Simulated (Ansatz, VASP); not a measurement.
Ca2SiN2: VASP beside Ansatz

```
Ca Si N
1.0
     4.50355    0.00000    0.00000
    -2.25178    3.90019    0.00000
     0.00000    0.00000    5.01277
Ca Si N
2 1 2
Direct
  0.33333 0.66667 0.50000
  0.66667 0.33333 0.50000
  0.00000 0.00000 0.50000
  0.00000 0.00000 0.11745
  0.00000 0.00000 0.88255
```

Alike in both runs: task single point; functional PBE; k mesh 6 × 6 × 4; occupations gaussian, width 0.1 eV; no spin polarisation.

|  | VASP | Ansatz |
| --- | --- | --- |
| version | VASP 6.6.1 | Ansatz 0.2.0 |
| potentials or method | VASP PAW PBE potentials, release 64 (Ca_sv, Si, N), cutoff 600 eV | scalar-relativistic, plane waves, PAW |
| valence electrons in the cell | 34 | 34 |

Ansatz gave:

```
gap on the k mesh at the Fermi level (eV)                     : none
pressure (GPa)                                                : 24.3
traceless stress, the component that is largest in VASP (GPa) : -13.20
rms of the force components (eV/Å)                            : 1.483
```

**Question.** Which values does VASP return?

**Answer.** gap on the k mesh at the Fermi level (eV): none; pressure (GPa): 24.8; traceless stress, the component that is largest in VASP (GPa): -12.86; rms of the force components (eV/Å): 1.677.

Atom by atom the forces differ by 0.194 eV/Å (rms over components). A gap of «none» marks a metal or a gap that the smearing closes.

Noted on VASP's run: the standard files for N, O and F lose accuracy on very short bonds.
